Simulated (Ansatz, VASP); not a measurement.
**GaP: VASP beside Ansatz**

```xyz
4
Lattice="1.9430 1.1218 6.4308 -1.9430 1.1218 6.4308 0.0000 -2.2436 6.4308" Properties=species:S:1:pos:R:3 pbc="T T T"
Ga    0.0000    0.0000   10.8930
Ga    0.0000    0.0000    8.3994
P     0.0000    0.0000   18.1853
P     0.0000    0.0000    1.1072
```

Alike in both runs: task single point; functional LDA; k mesh 8 × 8 × 8; occupations fermi-dirac, width 0.05 eV; no spin polarisation.

|  | VASP | Ansatz |
| --- | --- | --- |
| version | VASP 6.6.1 | Ansatz 0.2.0 |
| potentials or method | VASP PAW LDA potentials, release 64 (Ga_d, P), cutoff 520 eV | all-electron LAPW, scalar-relativistic |

|  | VASP | Ansatz | Ansatz less VASP |
| --- | --- | --- | --- |
| gap on the k mesh at the Fermi level (eV) | 0.72 | 0.71 | -0.010 |
| least direct gap on the mesh (eV) | 0.97 | 0.96 | -0.011 |
| pressure (GPa) | -4.7 | -4.8 | -0.03 |
| traceless stress, the component that is largest in VASP (GPa) | 0.11 | 0.15 | +0.041 |
| rms of the force components (eV/Å) | 0.042 | 0.055 | +0.0135 |

LDA's correlation is that of Perdew and Zunger in VASP and of Perdew and Wang (1992) in Ansatz. Atom by atom the forces differ by 0.015 eV/Å (rms over components). Ansatz ran all-electron here, and VASP with PAW potentials.
